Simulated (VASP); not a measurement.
A run of VASP 6.6.1 is set up as follows.

The input INCAR:

```
SYSTEM = Hf
PREC     = Accurate       ! precision mode
ENCUT    = 520            ! plane-wave cutoff, eV
EDIFF    = 1E-6           ! SCF threshold, eV
ISMEAR   = -1             ! smearing method
SIGMA    = 0.08           ! smearing width, eV
LREAL    = .False.        ! projectors in reciprocal space
LASPH    = .True.         ! aspherical terms in the spheres
NELM     = 80             ! most SCF steps
ALGO     = Normal         ! electronic algorithm
ISIF     = 2              ! what is computed and relaxed
LWAVE    = .False.        ! write WAVECAR
LCHARG   = .False.        ! write CHGCAR
GGA      = PE             ! functional
NBANDS   = 22             ! bands
```

File KPOINTS:

```
regular mesh
0
Gamma
  8 8 11
  0 0 0
```

The input POSCAR:

```
Hf
1.0
    3.7627414467      0.0000000000      0.0000000000
   -1.8813707234      3.2586296807      0.0000000000
    0.0000000000      0.0000000000      2.1858552261
Hf
3
Direct
    0.0000000000      0.0000000000      0.0000000000
    0.3333333333      0.6666666667      0.5000000000
    0.6666666667      0.3333333333      0.5000000000
```

Potentials or basis: VASP PAW PBE potentials, release 64 (Hf_pv).

Launch:

```bash
$ cat potpaw_PBE.64/Hf_pv/POTCAR > POTCAR
$ mpirun -np 1 vasp_std > vasp.out
```

Question: What does it give for the pressure?

Answer: 495.6 GPa.

Question: Estimate the band gap on the k mesh.

Answer: Zero (bands 15 and 16 overlap by 3.60 eV).

Stress tensor (GPa, compression positive):
```
493.59   0.00   0.00
  0.00 493.59   0.00
  0.00   0.00 499.64
```

Caveat: the cell stands under pressure; spin-orbit coupling is left out, which moves the levels of the heavy elements.
